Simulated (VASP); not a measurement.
# SnSe: single point with PBE

SnSe:

```xyz
4
Lattice="2.1237 -5.9040 0.0000 2.1237 5.9040 0.0000 0.0000 0.0000 4.2289" Properties=species:S:1:pos:R:3 pbc="T T T"
Sn    2.1237   -4.4174    1.0572
Sn    2.1237    4.4174    3.1716
Se    2.1237   -1.7134    1.0572
Se    2.1237    1.7134    3.1716
```

- Program: VASP 6.6.1
- Task: single point
- Functional: PBE
- Potentials or basis: VASP PAW PBE potentials, release 64 (Sn_d, Se)
- Cutoff: 520 eV
- k mesh: 6 × 6 × 6
- Occupations: fermi-dirac, width 0.02 eV
- Spin: no spin polarisation

```yaml
Pressure: 2.1 GPa
Largest_force: 0.211 eV/Å
Band_gap_on_the_k_mesh: 0.13 eV (least direct gap 0.32 eV)
```

Forces on the atoms (eV/Å):
```
Sn   0.000 -0.176  0.000
Sn   0.000  0.176  0.000
Se   0.000  0.211  0.000
Se   0.000 -0.211  0.000
```

Stress tensor (GPa, compression positive):
```
1.86 0.00 0.00
0.00 2.40 0.00
0.00 0.00 1.97
```

Levels at points of the mesh, in eV from the valence-band top:
```
           k point  band 18  band 19  band 20  band 21  band 22  band 23
(0.00, 0.00, 0.00)    -2.48    -1.86    -0.68     3.35     3.86     3.92
(0.50, 0.00, 0.00)    -1.79    -0.70    -0.38     1.13     1.14     1.20
(0.50, 0.50, 0.00)    -2.23    -1.93    -0.72     0.13     3.44     3.49
(0.00, 0.00, 0.50)    -1.91    -0.40    -0.40     0.74     0.74     1.42
(0.50, 0.00, 0.50)    -4.01    -1.91    -1.91     2.37     2.37     4.83
(0.50, 0.50, 0.50)    -1.81    -1.12    -1.12     1.45     1.45     1.96
```

Wall time 89 s on 1 thread of Intel(R) Xeon(R) 6975P-C (Granite Rapids), with other jobs on the host, peak memory 0.32 GiB.

Caveat: semilocal functionals underestimate gaps, and a narrow one can read as zero; spin-orbit coupling is left out, which moves the levels of the heavy elements. A k mesh can miss the band edges.
